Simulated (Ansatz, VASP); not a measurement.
## KSnH3: VASP beside Ansatz

```
K Sn H
1.0
     4.36379    0.00000    0.00000
     0.00000    4.36379    0.00000
     0.00000    0.00000    4.36379
K Sn H
1 1 3
Direct
  0.00000 0.00000 0.00000
  0.50000 0.50000 0.50000
  0.50000 0.50000 0.00000
  0.50000 0.00000 0.50000
  0.00000 0.50000 0.50000
```

Alike in both runs: task single point; functional PBEsol; k mesh 4 × 4 × 4; occupations gaussian, width 0.05 eV; no spin polarisation.

|  | VASP | Ansatz |
| --- | --- | --- |
| version | VASP 6.6.1 | Ansatz 0.2.0 |
| potentials or method | VASP PAW PBE potentials, release 64 (K_sv, Sn_d, H), cutoff 520 eV | scalar-relativistic, plane waves, PAW |
| valence electrons in the cell | 26 | 26 |

Ansatz gave:

- gap on the k mesh at the Fermi level (eV): none
- pressure (GPa): -0.9

Problem. Which values does VASP return?

Solution. gap on the k mesh at the Fermi level (eV): none; pressure (GPa): -1.0.

VASP's potentials were made for PBE, not for PBEsol. A gap of «none» marks a metal or a gap that the smearing closes.
